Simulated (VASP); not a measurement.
# AlNi (Pm-3m) in VASP: further runs

AlNi is run at these levels: PBE; tasks: single point.

Program: VASP 6.6.1. These are calculated values, not measurements. Logs are shortened: lines on timing, memory, paths and dates and some standing lists are left out, and cuts for length are marked.

## (1) The cell of the first run

Symmetry: Pm-3m, No. 221, cubic system. Conventional cell: a = 2.823 Å, b = 2.823 Å, c = 2.823 Å, α = 90.00°, β = 90.00°, γ = 90.00°. Within 3.2 Å of Al (site symmetry m-3m) lie 8 Ni at 2.44 Å and 6 Al at 2.82 Å. Within 3.2 Å of Ni (site symmetry m-3m) lie 8 Al at 2.44 Å and 6 Ni at 2.82 Å.

## (2) Single point, PBE, collinear spin, ferromagnetic start (volume scaled by 0.9405)

INCAR reads:

```
  PREC = Accurate
  ENCUT = 520
  EDIFF = 1E-6
  ISMEAR = -1
  SIGMA = 0.05
  LREAL = False
  LASPH = True
  NELM = 150
  ALGO = Normal
  ISIF = 2
  LWAVE = False
  LCHARG = False
  ISPIN = 2
  MAGMOM = 0 1.5
  LORBIT = 11
  LMAXMIX = 4
  GGA = PE
  NBANDS = 18
```

KPOINTS reads:

```
Automatic mesh
0
Gamma
  13 13 13
```

POSCAR reads:

```
AlNi
1.0
    2.8226878784      0.0000000000      0.0000000000
    0.0000000000      2.8226878784      0.0000000000
    0.0000000000      0.0000000000      2.8226878784
Al Ni
1 1
Direct
    0.0000000000      0.0000000000      0.0000000000
    0.5000000000      0.5000000000      0.5000000000
```

Potentials or basis: VASP PAW PBE potentials, release 64 (Al, Ni).

Launch:

```sh
$ cat potpaw_PBE.64/Al/POTCAR potpaw_PBE.64/Ni/POTCAR > POTCAR
$ mpirun -np 1 vasp_std > vasp.out
```

OUTCAR:

```text
PREC = Accurate
   ENCUT = 520
   EDIFF = 1E-6
   ISMEAR = -1
   LREAL = False
   LASPH = True
   NELM = 150
   ISIF = 2
   ISPIN = 2
   LORBIT = 11
   GGA = PE

 ion  position               nearest neighbor table
   1  0.000  0.000  0.000-   2 2.44   2 2.44   2 2.44   2 2.44   2 2.44   2 2.44   2 2.44   2 2.44

   2  0.500  0.500  0.500-   1 2.44   1 2.44   1 2.44   1 2.44   1 2.44   1 2.44   1 2.44   1 2.44

  LATTYP: Found a simple cubic cell.
 ALAT       =     2.8226878784

  Lattice vectors:

 A1 = (   2.8226878784,   0.0000000000,   0.0000000000)
 A2 = (   0.0000000000,   2.8226878784,   0.0000000000)
 A3 = (   0.0000000000,   0.0000000000,   2.8226878784)

Analysis of symmetry for initial positions (statically):
=====================================================================
 Subroutine PRICEL returns:
 Original cell was already a primitive cell.

 Routine SETGRP: Setting up the symmetry group for a
 simple cubic supercell.

 Subroutine GETGRP returns: Found 48 space group operations
 (whereof 48 operations were pure point group operations)
 out of a pool of 48 trial point group operations.

The static configuration has the point symmetry O_h .

Analysis of symmetry for dynamics (positions and initial velocities):
=====================================================================
 Subroutine PRICEL returns:
 Original cell was already a primitive cell.

 Routine SETGRP: Setting up the symmetry group for a
 simple cubic supercell.

 Subroutine GETGRP returns: Found 48 space group operations
 (whereof 48 operations were pure point group operations)
 out of a pool of 48 trial point group operations.

The dynamic configuration has the point symmetry O_h .

Analysis of structural, dynamic, and magnetic symmetry:
=====================================================================
 Subroutine PRICEL returns:
 Original cell was already a primitive cell.

 Routine SETGRP: Setting up the symmetry group for a
 simple cubic supercell.

 Subroutine GETGRP returns: Found 48 space group operations
 (whereof 48 operations were pure point group operations)
 out of a pool of 48 trial point group operations.

The overall configuration has the point symmetry O_h .

 Subroutine INISYM returns: Found 48 space group operations
 (whereof 48 operations are pure point group operations),
 and found     1 'primitive' translations

----------------------------------------------------------------------------------------

                                     Primitive cell

  volume of cell :      22.4900

  direct lattice vectors                    reciprocal lattice vectors
     2.822687878  0.000000000  0.000000000     0.354272255  0.000000000  0.000000000
     0.000000000  2.822687878  0.000000000     0.000000000  0.354272255  0.000000000
     0.000000000  0.000000000  2.822687878     0.000000000  0.000000000  0.354272255

  length of vectors
     2.822687878  2.822687878  2.822687878     0.354272255  0.354272255  0.354272255

  position of ions in fractional coordinates (direct lattice)
     0.000000000  0.000000000  0.000000000
     0.500000000  0.500000000  0.500000000

  ion indices of the primitive-cell ions
   primitive index   ion index
                 1           1
                 2           2

----------------------------------------------------------------------------------------

 KPOINTS: Automatic mesh

Automatic generation of k-mesh.
 Grid dimensions read from file:
 generate k-points for:   13   13   13

 Generating k-lattice:

  Cartesian coordinates                     Fractional coordinates (reciprocal lattice)
     0.027251712  0.000000000  0.000000000     0.076923077  0.000000000  0.000000000
     0.000000000  0.027251712  0.000000000     0.000000000  0.076923077  0.000000000
     0.000000000  0.000000000  0.027251712     0.000000000  0.000000000  0.076923077

  Length of vectors
     0.027251712  0.027251712  0.027251712

  Shift w.r.t. Gamma in fractional coordinates (k-lattice)
     0.000000000  0.000000000  0.000000000

 Subroutine IBZKPT returns following result:
 ===========================================

 Found     84 irreducible k-points:

 Following reciprocal coordinates:
            Coordinates               Weight
  0.000000  0.000000  0.000000      1.000000
  0.076923  0.000000  0.000000      6.000000
  0.153846  0.000000  0.000000      6.000000
  0.230769  0.000000  0.000000      6.000000
  0.307692  0.000000  0.000000      6.000000
  0.384615  0.000000  0.000000      6.000000
[... 16 lines left out ...]
  0.307692  0.307692  0.000000     12.000000
  0.384615  0.307692  0.000000     24.000000
 [... further k-points ...]
   k-points           NKPTS =     84   k-points in BZ     NKDIM =     84   number of bands    NBANDS=     18
   number of dos      NEDOS =    301   number of ions     NIONS =      2
   total plane-waves  NPLWV =  13824
   dimension x,y,z NGX =    24 NGY =   24 NGZ =   24
[... 112 lines left out ...]
      4       8.2268      1.00000
      5       8.5128      1.00000
      6       8.9654      1.00000
[... 10 lines left out ...]
     17      33.9298      0.00000
     18      34.9082      0.00000

 k-point    23 :       0.3077    0.3077    0.0000
  band No.  band energies     occupation
      1       2.6806      1.00000
      2       6.9019      1.00000
      3       7.5299      1.00000
      4       8.3176      1.00000
      5       8.7184      1.00000
      6       8.7934      1.00000
[... 10 lines left out ...]
     17      35.1519      0.00000
     18      35.9684      0.00000

 k-point    24 :       0.3846    0.3077    0.0000
  band No.  band energies     occupation
      1       3.5196      1.00000
      2       6.4059      1.00000
      3       7.7144      1.00000
      4       8.2875      1.00000
      5       8.6216      1.00000
      6       8.7913      1.00000
[... 10 lines left out ...]
     17      33.7121      0.00000
     18      36.8171      0.00000

 [... further k-points ...]

 spin component 2

 k-point     1 :       0.0000    0.0000    0.0000
  band No.  band energies     occupation
      1      -0.7345      1.00000
      2       7.3290      1.00000
      3       7.3290      1.00000
      4       9.1900      1.00000
      5       9.1900      1.00000
      6       9.1900      1.00000
[... 10 lines left out ...]
     17      34.8320      0.00000
     18      34.8320      0.00000

 k-point     2 :       0.0769    0.0000    0.0000
  band No.  band energies     occupation
      1      -0.6206      1.00000
      2       7.3219      1.00000
      3       7.3571      1.00000
      4       9.1389      1.00000
      5       9.1389      1.00000
      6       9.1955      1.00000
[... 10 lines left out ...]
     17      35.3302      0.00000
     18      35.5788      0.00000

 k-point     3 :       0.1538    0.0000    0.0000
  band No.  band energies     occupation
      1      -0.2812      1.00000
      2       7.2671      1.00000
      3       7.4361      1.00000
      4       9.0031      1.00000
      5       9.0031      1.00000
      6       9.2109      1.00000
[... 10 lines left out ...]
     17      33.5554      0.00000
     18      36.2941      0.00000

 k-point     4 :       0.2308    0.0000    0.0000
  band No.  band energies     occupation
      1       0.2773      1.00000
      2       7.0520      1.00000
      3       7.5504      1.00000
      4       8.8245      1.00000
      5       8.8245      1.00000
      6       9.2326      1.00000
[... 375 lines left out ...]
      4       8.2270      1.00000
      5       8.5130      1.00000
      6       8.9657      1.00000
[... 10 lines left out ...]
     17      33.9298      0.00000
     18      34.9082      0.00000

 k-point    23 :       0.3077    0.3077    0.0000
  band No.  band energies     occupation
      1       2.6806      1.00000
      2       6.9020      1.00000
      3       7.5300      1.00000
      4       8.3179      1.00000
      5       8.7186      1.00000
      6       8.7936      1.00000
[... 10 lines left out ...]
     17      35.1519      0.00000
     18      35.9684      0.00000

 k-point    24 :       0.3846    0.3077    0.0000
  band No.  band energies     occupation
      1       3.5195      1.00000
      2       6.4060      1.00000
      3       7.7145      1.00000
      4       8.2877      1.00000
      5       8.6218      1.00000
      6       8.7916      1.00000
[... 10 lines left out ...]
     17      33.7121      0.00000
     18      36.8170      0.00000

 [... further k-points ...]

------------------------ aborting loop because EDIFF is reached ----------------------------------------

  FORCE on cell =-STRESS in cart. coord.  units (eV):
  Direction    XX          YY          ZZ          XY          YZ          ZX
  --------------------------------------------------------------------------------------
  -------------------------------------------------------------------------------------
  Total        1.9149510      1.9149510      1.9149510      0.0000000      0.0000000      0.0000000
  in kB      136.4205102    136.4205102    136.4205102      0.0000000      0.0000000      0.0000000
  external PRESSURE =     136.4205102 kB  Pullay stress =       0.0000000 kB

 VOLUME and BASIS-vectors are now :
 -----------------------------------------------------------------------------
  energy-cutoff  :      520.00
  volume of cell :       22.49
      direct lattice vectors                 reciprocal lattice vectors
     2.822687878  0.000000000  0.000000000     0.354272255  0.000000000  0.000000000
     0.000000000  2.822687878  0.000000000     0.000000000  0.354272255  0.000000000
     0.000000000  0.000000000  2.822687878     0.000000000  0.000000000  0.354272255

 POSITION                                       TOTAL-FORCE (eV/Angst)
 -----------------------------------------------------------------------------------
      0.00000      0.00000      0.00000         0.000000      0.000000      0.000000
      1.41134      1.41134      1.41134         0.000000      0.000000      0.000000
 -----------------------------------------------------------------------------------
    total drift:                                0.000000      0.000000     -0.000000

  FREE ENERGIE OF THE ION-ELECTRON SYSTEM (eV)
  ---------------------------------------------------
  free  energy   TOTEN  =       -10.4765624644 eV

  energy  without entropy=      -10.4722662604  energy(sigma->0) =      -10.47441436

 total charge

# of ion       s       p       d       tot
------------------------------------------
    1        0.391   0.442   0.000   0.832
    2        0.501   0.572   8.506   9.578
--------------------------------------------------
tot          0.891   1.014   8.506  10.411

 magnetization (x)

# of ion       s       p       d       tot
------------------------------------------
    1        0.000   0.000   0.000   0.000
    2       -0.000  -0.000   0.000   0.000
--------------------------------------------------
tot          0.000  -0.000   0.000   0.000
```

It took 34 s on 1 thread of Intel Xeon 6975P-C, shared host; peak memory 0.19 GiB.

Results:

- Free energy: -10.4766 eV
- Pressure: 13.6 GPa
- Net moment: 0.00 μB per cell
- Valence electrons inside the program's atomic spheres: Al 0.83; Ni 9.58

Caveat: the cell differs from its parent crystal (volume scaled by 0.9405); the starting moments collapsed, and a magnetic state may lie lower.

## (3) Single point, PBE, collinear spin, ferromagnetic start (volume scaled by 0.98)

INCAR reads:

```
SYSTEM = AlNi
  ALGO = Normal
  EDIFF = 1E-6
  ENCUT = 520
  GGA = PE
  ISIF = 2
  ISMEAR = -1
  ISPIN = 2
  LASPH = .True.
  LCHARG = .False.
  LMAXMIX = 4
  LORBIT = 11
  LREAL = .False.
  LWAVE = .False.
  MAGMOM = 0 1.5
  NBANDS = 18
  NELM = 150
  PREC = Accurate
  SIGMA = 0.05
```

KPOINTS reads:

```
k-points
0
Gamma
  13 13 13
  0 0 0
```

POSCAR reads:

```
AlNi
1.0
    2.8616638469      0.0000000000      0.0000000000
    0.0000000000      2.8616638469      0.0000000000
    0.0000000000      0.0000000000      2.8616638469
Al Ni
1 1
Direct
    0.0000000000      0.0000000000      0.0000000000
    0.5000000000      0.5000000000      0.5000000000
```

Potentials or basis: VASP PAW PBE potentials, release 64 (Al, Ni).

Launch:

```sh
$ cat potpaw_PBE.64/Al/POTCAR potpaw_PBE.64/Ni/POTCAR > POTCAR
$ mpirun -np 1 vasp_std > vasp.out
```

Wall time 37 s (1 thread of Intel Xeon 6975P-C, shared host); peak memory 0.19 GiB.

It converged, with:

```
Free energy                                           : -10.5324 eV
Pressure                                              : 5.5 GPa
Net moment                                            : 0.00 μB per cell
Valence electrons inside the program's atomic spheres : Al 0.81; Ni 9.50
```

Levels at points of the mesh, in eV from the Fermi level:
Spin up:
```
           k point  band 3  band 4  band 5  band 6  band 7  band 8  band 9  band 10
(0.00, 0.00, 0.00)   -3.30   -1.56   -1.56   -1.56    5.61    5.61    5.61     8.21
```
Spin down:
```csv
k point,band 3,band 4,band 5,band 6,band 7,band 8,band 9,band 10
"(0.00, 0.00, 0.00)",-3.30,-1.56,-1.56,-1.56,5.60,5.60,5.60,8.21
```

Caveat: the cell differs from its parent crystal (volume scaled by 0.98); the starting moments collapsed, and a magnetic state may lie lower.

## (4) Single point, PBE, collinear spin, ferromagnetic start

This run uses another cell than the first one, of 11.96 Å³/atom, 1.063 times its volume.

INCAR reads:

```
SYSTEM = AlNi
  PREC = Accurate
  ENCUT = 520
  EDIFF = 1E-6
  ISMEAR = -1
  SIGMA = 0.05
  LREAL = .False.
  LASPH = .True.
  NELM = 150
  ALGO = Normal
  ISIF = 2
  LWAVE = .False.
  LCHARG = .True.
  ISPIN = 2
  MAGMOM = 0 1.5
  LORBIT = 11
  LMAXMIX = 4
  GGA = PE
  LELF = .True.
  LVHAR = .True.
  NBANDS = 18
```

KPOINTS reads:

```
regular mesh
0
Gamma
  13 13 13
  0 0 0
```

POSCAR reads:

```
AlNi
1.0
    2.8810000000      0.0000000000      0.0000000000
    0.0000000000      2.8810000000      0.0000000000
    0.0000000000      0.0000000000      2.8810000000
Al Ni
1 1
Direct
    0.0000000000      0.0000000000      0.0000000000
    0.5000000000      0.5000000000      0.5000000000
```

Launch:

```sh
$ cat potpaw_PBE.64/Al/POTCAR potpaw_PBE.64/Ni/POTCAR > POTCAR
$ mpirun -np 1 vasp_std > vasp.out
```

It took 40 s on 1 thread of Intel Xeon 6975P-C, shared host; peak memory 0.19 GiB.

The run converged. Its results:

* Free energy: -10.5435 eV
* Pressure: 1.9 GPa
* Net moment: 0.00 μB per cell
* Valence electrons inside the program's atomic spheres: Al 0.80; Ni 9.46

Levels at points of the mesh, in eV from the Fermi level:
Spin up:
```tsv
k point	band 4	band 5	band 6	band 7	band 8	band 9
(0.00, 0.00, 0.00)	-1.52	-1.52	-1.52	5.52	5.52	5.52
```
Spin down:
```csv
k point,band 3,band 4,band 5,band 6,band 7,band 8,band 9,band 10
"(0.00, 0.00, 0.00)",-3.21,-1.52,-1.52,-1.52,5.52,5.52,5.52,8.14
```

Caveat: the starting moments collapsed, and a magnetic state may lie lower.

## (5) Single point, PBE, collinear spin, ferromagnetic start (volume scaled by 1.02)

INCAR reads:

```
  PREC = Accurate
  ENCUT = 520
  EDIFF = 1E-7
  ISMEAR = -1
  SIGMA = 0.05
  LREAL = F
  LASPH = T
  NELM = 150
  ALGO = Normal
  ISIF = 2
  LWAVE = F
  LCHARG = F
  ISPIN = 2
  MAGMOM = 0 1.5
  LORBIT = 11
  LMAXMIX = 4
  GGA = PE
  NBANDS = 18
```

KPOINTS reads:

```
Automatic mesh
0
Gamma
  13 13 13
```

POSCAR reads:

```
AlNi
1.0
    2.9000800262      0.0000000000      0.0000000000
    0.0000000000      2.9000800262      0.0000000000
    0.0000000000      0.0000000000      2.9000800262
Al Ni
1 1
Direct
    0.0000000000      0.0000000000      0.0000000000
    0.5000000000      0.5000000000      0.5000000000
```

Launch:

```sh
$ cat potpaw_PBE.64/Al/POTCAR potpaw_PBE.64/Ni/POTCAR > POTCAR
$ mpirun -np 1 vasp_std > vasp.out
```

Wall time 44 s (1 thread of Intel Xeon 6975P-C, shared host); peak memory 0.19 GiB.

Results (log left out):

```
Free energy                                           : -10.5445 eV
Pressure                                              : -1.2 GPa
Net moment                                            : 0.00 μB per cell
Valence electrons inside the program's atomic spheres : Al 0.79; Ni 9.43
```

Levels at points of the mesh, in eV from the Fermi level:
Spin up:
```tsv
k point	band 3	band 4	band 5	band 6	band 7	band 8	band 9	band 10
(0.00, 0.00, 0.00)	-3.11	-1.48	-1.48	-1.48	5.44	5.44	5.44	8.08
```
Spin down:
```csv
k point,band 3,band 4,band 5,band 6,band 7,band 8,band 9,band 10
"(0.00, 0.00, 0.00)",-3.11,-1.48,-1.48,-1.48,5.44,5.44,5.44,8.08
```

Caveat: the cell differs from its parent crystal (volume scaled by 1.02); the starting moments collapsed, and a magnetic state may lie lower.

## (6) Single point, PBE, collinear spin, ferromagnetic start (volume scaled by 0.94)

INCAR reads:

```
ALGO = Normal
EDIFF = 1E-6
ENCUT = 520
GGA = PE
ISIF = 2
ISMEAR = -1
ISPIN = 2
LASPH = True
LCHARG = False
LMAXMIX = 4
LORBIT = 11
LREAL = False
LWAVE = False
MAGMOM = 0 1.5
NBANDS = 18
NELM = 150
PREC = Accurate
SIGMA = 0.05
```

KPOINTS reads:

```
k-points
0
Gamma
  13 13 13
```

POSCAR reads:

```
AlNi
1.0
    2.8221875792      0.0000000000      0.0000000000
    0.0000000000      2.8221875792      0.0000000000
    0.0000000000      0.0000000000      2.8221875792
Al Ni
1 1
Direct
    0.0000000000      0.0000000000      0.0000000000
    0.5000000000      0.5000000000      0.5000000000
```

Potentials or basis: VASP PAW PBE potentials, release 64 (Al, Ni).

Launch:

```sh
$ cat potpaw_PBE.64/Al/POTCAR potpaw_PBE.64/Ni/POTCAR > POTCAR
$ mpirun -np 1 vasp_std > vasp.out
```

Run time: 78 s. Hardware: 1 thread of Intel Xeon Platinum 8375C at 2.90GHz (Ice Lake), shared host; peak memory 0.18 GiB.

Results (log left out):

| Quantity | Value |
| --- | --- |
| Free energy | -10.4755 eV |
| Pressure | 13.8 GPa |
| Net moment | 0.00 μB per cell |
| Valence electrons inside the program's atomic spheres | Al 0.83; Ni 9.58 |

Levels at points of the mesh, in eV from the Fermi level:
Spin up:
```tsv
k point	band 3	band 4	band 5	band 6	band 7	band 8	band 9	band 10
(0.00, 0.00, 0.00)	-3.52	-1.66	-1.66	-1.66	5.79	5.79	5.79	8.34
```
Spin down:
```
           k point  band 3  band 4  band 5  band 6  band 7  band 8  band 9  band 10
(0.00, 0.00, 0.00)   -3.52   -1.65   -1.65   -1.65    5.79    5.79    5.79     8.34
```

Caveat: the cell differs from its parent crystal (volume scaled by 0.94); the starting moments collapsed, and a magnetic state may lie lower.
